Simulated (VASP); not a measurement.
MgO, 2 atoms in the cell. Symmetry: R-3m, No. 166, trigonal system. Conventional cell: a = 2.884 Å, b = 2.884 Å, c = 7.355 Å, α = 90.00°, β = 90.00°, γ = 120.00°. Mg (site symmetry -3m) has 6 O at 2.07 Å within 2.7 Å. O (site symmetry -3m) has 6 Mg at 2.07 Å within 2.7 Å.  This cell differs from its parent crystal: epitaxial 111 strain -3.0%.

* Program: VASP 6.6.1
* Task: single point
* Functional: PBE
* Potentials or basis: VASP PAW PBE potentials, release 64 (Mg, O)
* Cutoff: 520 eV
* k mesh: 10 × 10 × 10
* Occupations: fermi-dirac, width 0.02 eV
* Spin: no spin polarisation
* Dipole correction: no
* Further INCAR settings: ALGO = Normal; EDIFF = 1e-06; NBANDS = 11

Potentials or basis: VASP PAW PBE potentials, release 64 (Mg, O).

Command:

```sh
$ cat potpaw_PBE.64/Mg/POTCAR potpaw_PBE.64/O/POTCAR > POTCAR
$ mpirun -np 1 vasp_std > vasp.out
```

Hardware: 1 thread of Intel Xeon 6975P-C, on a shared host.

Question: How long does it take, and how much memory?

Answer: Run time: 14 s on 1 thread of Intel Xeon 6975P-C, with other jobs on the host, peak memory 0.16 GiB. Counts: scf iterations 11, k points 116.
